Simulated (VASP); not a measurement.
TiAl, 2 atoms in the cell. It takes space group P4mm (No. 99, tetragonal). The conventional cell has a = 3.179 Å, b = 3.179 Å, c = 3.179 Å, α = 90.00°, β = 90.00°, γ = 90.00°. Within 3.6 Å of Ti (site symmetry 4mm) lie 8 Al at 2.70 to 2.81 Å and 6 Ti at 3.18 Å. Within 3.6 Å of Al (site symmetry 4mm) lie 8 Ti at 2.70 to 2.81 Å and 6 Al at 3.18 Å.  This cell differs from its parent crystal: atom 1 (Ti) moved by (-0.100, +0.000) A along y and z.

* Program: VASP 6.6.1
* Task: single point
* Functional: PBEsol
* Potentials or basis: VASP PAW PBE potentials, release 64 (Ti_sv, Al)
* Cutoff: 520 eV
* k mesh: 16 × 16 × 16
* Occupations: methfessel-paxton, width 0.4 eV
* Spin: no spin polarisation
* Dipole correction: no
* Further INCAR settings: ALGO = Fast; EDIFF = 1e-06; NBANDS = 14

Potentials or basis: VASP PAW PBE potentials, release 64 (Ti_sv, Al).

The run is started by

```bash
$ cat potpaw_PBE.64/Ti_sv/POTCAR potpaw_PBE.64/Al/POTCAR > POTCAR
$ mpirun -np 1 vasp_std > vasp.out
```

Hardware: 1 thread of Intel(R) Xeon(R) 6975P-C (Granite Rapids), with other jobs on the host.

Problem. How long does it take, and how much memory?

Solution. Wall time 77 s on 1 thread of Intel(R) Xeon(R) 6975P-C (Granite Rapids), on a shared host, peak memory 0.3 GiB. Counts: scf iterations 25, k points 405.
